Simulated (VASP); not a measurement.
# Pt (I4/mmm) in VASP: further runs, part 2 of 2

VASP 6.6.1. The steps go on from the part before.

## (3) Single point, PBEsol (strain +0.000 along x and y, -0.025 along z)

File INCAR:

```
SYSTEM = Pt
  PREC = Accurate
  ENCUT = 520
  EDIFF = 1E-6
  ISMEAR = 0
  SIGMA = 0.15
  LREAL = .FALSE.
  LASPH = .TRUE.
  NELM = 60
  ALGO = Fast
  ISIF = 2
  LWAVE = .FALSE.
  LCHARG = .FALSE.
  GGA = PS
  NBANDS = 11
```

File KPOINTS:

```
Automatic mesh
0
G
  26 26 26
  0 0 0
```

File POSCAR:

```
Pt
1.0
    0.0000000000      1.9590303455      1.9100545869
    1.9590303455      0.0000000000      1.9100545869
    1.9590303455      1.9590303455      0.0000000000
Pt
1
Direct
    0.0000000000      0.0000000000      0.0000000000
```

Potentials or basis: VASP PAW PBE potentials, release 64 (Pt).

Launch:

```sh
$ cat potpaw_PBE.64/Pt/POTCAR > POTCAR
$ mpirun -np 1 vasp_std > vasp.out
```

OUTCAR:

```text
SYSTEM = Pt
   PREC = Accurate
   ENCUT = 520
   EDIFF = 1E-6
   ISMEAR = 0
   LREAL = .FALSE.
   LASPH = .TRUE.
   NELM = 60
   ISIF = 2
   GGA = PS

 ion  position               nearest neighbor table
   1  0.000  0.000  0.000-

  LATTYP: Found a body centered tetragonal cell.
 ALAT       =     2.7704872837
 C/A-ratio  =     1.3788582233

  Lattice vectors:

 A1 = (   0.0000000000,  -1.9590303455,  -1.9100545869)
 A2 = (   0.0000000000,   1.9590303455,  -1.9100545869)
 A3 = (   1.9590303455,   0.0000000000,   1.9100545869)

Analysis of symmetry for initial positions (statically):
=====================================================================
 Subroutine PRICEL returns:
 Original cell was already a primitive cell.

 Routine SETGRP: Setting up the symmetry group for a
 body centered tetragonal supercell.

 Subroutine GETGRP returns: Found 16 space group operations
 (whereof 16 operations were pure point group operations)
 out of a pool of 16 trial point group operations.

The static configuration has the point symmetry D_4h.

Analysis of symmetry for dynamics (positions and initial velocities):
=====================================================================
 Subroutine PRICEL returns:
 Original cell was already a primitive cell.

 Routine SETGRP: Setting up the symmetry group for a
 body centered tetragonal supercell.

 Subroutine GETGRP returns: Found 16 space group operations
 (whereof 16 operations were pure point group operations)
 out of a pool of 16 trial point group operations.

The dynamic configuration has the point symmetry D_4h.

 Subroutine INISYM returns: Found 16 space group operations
 (whereof 16 operations are pure point group operations),
 and found     1 'primitive' translations

----------------------------------------------------------------------------------------

                                     Primitive cell

  volume of cell :      14.6608

[... 112 lines left out ...]
   LHFCALC =     F    Hartree Fock is set to
   AEXX    =    0.0000 exact exchange contribution
   IVDW    =     0    specifies the selected vdW correction
   LEPSILON=     F    determine dielectric tensor
   LRPA    =     F    only Hartree local field effects (RPA)
 non-spin polarized calculation
 RMM-DIIS sequential band-by-band and
 Gauss-broadening in eV      SIGMA  =   0.15
  energy-cutoff  :      520.00
  volume of cell :       14.66
 maximum number of plane-waves:       407
   NGX = 11   NGY = 11   NGZ = 11

 number of electron      10.0000001 magnetization

 Free energy of the ion-electron system (eV)
  ---------------------------------------------------
  ext. energy  EPLUGINS =         0.00000000
  ---------------------------------------------------
  free energy    TOTEN  =        -6.96338740 eV

  energy without entropy =       -6.94264665  energy(sigma->0) =       -6.95301702

 E-fermi :  11.6477     XC(G=0): -13.7957

 val. band max:       11.6476317428   @ k =   0.4615   0.0385   0.4231
 cond. band min:      11.6479294212   @ k =   0.4231   0.0000   0.4231
 fundamental gap:      0.0002976784
 Fermi energy:        11.6477076057

 k-point     1 :       0.0000    0.0000    0.0000
  band No.  band energies     occupation
      1       1.0299      2.00000
      2       7.5681      2.00000
      3       7.5681      2.00000
      4       7.8730      2.00000
      5       9.7628      2.00000
      6      10.1241      2.00000
      7      26.2008      0.00000
      8      31.0765      0.00000
      9      31.0765      0.00000
     10      31.7846      0.00000
     11      36.7283      0.00000
[... 309 lines left out ...]
 k-point    24 :       0.3846    0.0385    0.0000
  band No.  band energies     occupation
      1       3.9825      2.00000
      2       7.6716      2.00000
      3       7.8856      2.00000
      4       8.7481      2.00000
      5      11.0859      2.00000
      6      11.3121      1.99845
      7      20.7110      0.00000
      8      26.6010      0.00000
      9      31.5778      0.00000
     10      32.7941      0.00000
     11      38.1198      0.00000

 [... further k-points ...]

------------------------ aborting loop because EDIFF is reached ----------------------------------------

  FORCE on cell =-STRESS in cart. coord.  units (eV):
  Direction    XX          YY          ZZ          XY          YZ          ZX
  --------------------------------------------------------------------------------------
  -------------------------------------------------------------------------------------
  Total        0.6098391      0.6098391      0.8577021      0.0000000     -0.0000000      0.0000000
  in kB       66.6450222     66.6450222     93.7322328      0.0000000     -0.0000000      0.0000000
  external PRESSURE =      75.6740924 kB  Pullay stress =       0.0000000 kB

 VOLUME and BASIS-vectors are now :
 -----------------------------------------------------------------------------
  energy-cutoff  :      520.00
  volume of cell :       14.66
      direct lattice vectors                 reciprocal lattice vectors
     0.000000000  1.959030345  1.910054587    -0.255228308  0.255228308  0.261772623
     1.959030345  0.000000000  1.910054587     0.255228308 -0.255228308  0.261772623
     1.959030345  1.959030345  0.000000000     0.255228308  0.255228308 -0.261772623

 POSITION                                       TOTAL-FORCE (eV/Angst)
 -----------------------------------------------------------------------------------
      0.00000      0.00000      0.00000        -0.000000     -0.000000      0.000000
 -----------------------------------------------------------------------------------
    total drift:                                0.000000     -0.000000      0.000000

  FREE ENERGIE OF THE ION-ELECTRON SYSTEM (eV)
  ---------------------------------------------------
  free  energy   TOTEN  =        -6.9633873971 eV

  energy  without entropy=       -6.9426466457  energy(sigma->0) =       -6.95301702
```

stdout:

```text
POSCAR found type information on POSCAR Pt
 POSCAR found :  1 types and       1 ions
 scaLAPACK will be used
 -----------------------------------------------------------------------------
|                                                                             |
|                                                                             |
|     You enforced a specific xc type in the INCAR file but a different       |
|     I HOPE YOU KNOW WHAT YOU ARE DOING!                                     |
|                                                                             |
 -----------------------------------------------------------------------------

 LDA part: xc-table for (Slater+PW92), standard interpolation
 POSCAR, INCAR and KPOINTS ok, starting setup
 FFT: planning ... GRIDC
 FFT: planning ... GRID_SOFT
 FFT: planning ... GRID
 WAVECAR not read
 entering main loop
```

Run time: 2.4 min. Hardware: 1 thread of Intel Xeon Platinum 8488C (Sapphire Rapids), shared host; peak memory 0.32 GiB.

What came out:

| Item | Value |
| --- | --- |
| Free energy | -6.9634 eV |
| Pressure | 7.6 GPa |
| Band gap on the k mesh | zero (bands 5 and 6 overlap by 2.46 eV) |

Levels at points of the mesh, in eV from the Fermi level:
```tsv
k point	band 1	band 2	band 3	band 4	band 5	band 6	band 7	band 8	band 9	band 10
(0.00, 0.00, 0.00)	-10.62	-4.08	-4.08	-3.77	-1.88	-1.52	14.55	19.43	19.43	20.14
(0.50, 0.00, 0.00)	-7.67	-4.20	-3.89	-0.66	-0.03	0.13	6.03	14.09	18.90	19.40
(0.50, 0.50, 0.00)	-7.40	-6.95	0.01	0.54	0.54	2.00	9.60	11.12	11.12	20.22
(0.50, 0.00, 0.50)	-7.44	-6.94	0.03	0.39	0.64	1.49	8.93	11.49	11.69	20.59
```

Caveat: the cell differs from its parent crystal (strain +0.000 along x and y, -0.025 along z); the cell stands under pressure; the PAW data sets were made with another functional, which shifts forces and pressure a little; spin-orbit coupling is left out, which moves the levels of the heavy elements.
